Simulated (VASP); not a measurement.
Here is a VASP 6.6.1 calculation.

INCAR

```
PREC = Accurate
ENCUT = 600
EDIFF = 1E-6
ISMEAR = -1
SIGMA = 0.1
LREAL = False
LASPH = True
NELM = 80
ALGO = Normal
ISIF = 3
LWAVE = False
LCHARG = False
IBRION = 2
NSW = 80
EDIFFG = -0.005
```

File KPOINTS:

```
Automatic mesh
0
Gamma
  10 10 10
```

POSCAR

```
HfN
1.0
    0.0000000000      2.2560000000      2.2560000000
    2.2560000000      0.0000000000      2.2560000000
    2.2560000000      2.2560000000      0.0000000000
Hf N
1 1
Direct
    0.0000000000      0.0000000000      0.0000000000
    0.5000000000      0.5000000000      0.5000000000
```

Potentials or basis: VASP PAW LDA potentials, release 64 (Hf_pv, N).

Run with:

```sh
$ cat potpaw_LDA.64/Hf_pv/POTCAR potpaw_LDA.64/N/POTCAR > POTCAR
$ mpirun -np 1 vasp_std > vasp.out
```

**Question.** Estimate the relaxed volume.

**Answer.** 11.11 Å³/atom.

**Question.** Estimate the space group after relaxing (to 0.05 Å).

**Answer.** Fm-3m (No. 225).

**Question.** Predict the relaxed cell.

**Answer.** a = 3.155 Å, b = 3.155 Å, c = 3.155 Å, α = 60.00°, β = 60.00°, γ = 60.00°.

Step by step:
```
step  energy change (eV)  largest force (eV/Å)  pressure (GPa)  volume (Å³)
   1              0.0000                0.0000           -9.50        22.96
   2              0.0774                0.0000           23.78        20.78
   3             -0.0230                0.0000           -0.23        22.23
   4             -0.0230                0.0000           -0.02        22.21
```

 LDA usually gives volumes a few per cent too small.
